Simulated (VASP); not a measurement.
A run of VASP 6.6.1:

File INCAR:

```
ALGO = Normal
EDIFF = 1E-6
ENCUT = 600
GGA_COMPAT = F
ISIF = 2
ISMEAR = 0
LASPH = T
LCHARG = F
LREAL = F
LWAVE = F
NBANDS = 11
NELM = 120
PREC = Accurate
SIGMA = 0.01
```

The input KPOINTS:

```
k-points
0
Gamma
  7 7 7
```

File POSCAR:

```
SiC
1.0
    0.0000000000      2.1790000000      2.1790000000
    2.1790000000      0.0000000000      2.1790000000
    2.1790000000      2.1790000000      0.0000000000
Si C
1 1
Direct
    0.0000000000      0.0000000000      0.0000000000
    0.2500000000      0.2500000000      0.2500000000
```

Potentials or basis: VASP PAW LDA potentials, release 64 (Si, C).

The run is started by

```console
$ cat potpaw_LDA.64/Si/POTCAR potpaw_LDA.64/C/POTCAR > POTCAR
$ mpirun -np 1 vasp_std > vasp.out
```

Hardware: 1 thread of Intel(R) Xeon(R) Platinum 8488C (Sapphire Rapids) (shared host).

Q: Estimate the wall time of this run.

A: It took 4 s on 1 thread of Intel(R) Xeon(R) Platinum 8488C (Sapphire Rapids) (shared host), peak memory 0.13 GiB. Counts: scf iterations 11, k points 20.
